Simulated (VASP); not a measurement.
A run of VASP 6.6.1 is set up as follows.

Contents of INCAR:

```
ALGO     = Normal         # electronic algorithm
EDIFF    = 1E-6           # SCF threshold, eV
EDIFFG   = -0.01          # ionic threshold
ENCUT    = 600            # plane-wave cutoff, eV
GGA      = PS             # functional
IBRION   = 2              # ionic algorithm
ISIF     = 8              # what is computed and relaxed
ISMEAR   = 0              # smearing method
LASPH    = True           # aspherical terms in the spheres
LCHARG   = False          # write CHGCAR
LREAL    = False          # projectors in reciprocal space
LWAVE    = False          # write WAVECAR
NELM     = 100            # most SCF steps
NSW      = 70             # ionic steps
PREC     = Accurate       # precision mode
PSTRESS  = 200.0        
SIGMA    = 0.01           # smearing width, eV
```

KPOINTS

```
k-points
0
Gamma
  9 9 7
```

File POSCAR:

```
AlN
1.0
    1.6194221286     -2.8048391267      0.0000000000
    1.6194221286      2.8048391267      0.0000000000
    0.0000000000      0.0000000000      4.2104975343
Al N
2 2
Direct
    0.0000000000      0.0000000000      0.0000000000
    0.6666666667      0.3333333333      0.5000000000
    0.0000000000      0.0000000000      0.4700000000
    0.6666666667      0.3333333333      0.9700000000
```

Potentials or basis: VASP PAW PBE potentials, release 64 (Al, N).

Command:

```sh
$ cat potpaw_PBE.64/Al/POTCAR potpaw_PBE.64/N/POTCAR > POTCAR
$ mpirun -np 1 vasp_std > vasp.out
```

Task: Predict the space group after relaxing (to 0.05 Å).

Result: P6_3/mmc (No. 194).

Task: What does it give for the relaxed cell?

Result: a = 3.183 Å, b = 3.183 Å, c = 4.137 Å, α = 90.00°, β = 90.00°, γ = 120.00°.

Stress tensor (GPa, compression positive):
```
24.70  0.00  0.00
 0.00 24.70  0.00
 0.00  0.00 10.56
```

Caveat: the cell is relaxed towards a set pressure, so the enthalpy falls and the energy may rise; the PAW data sets were made with another functional, which shifts forces and pressure a little.
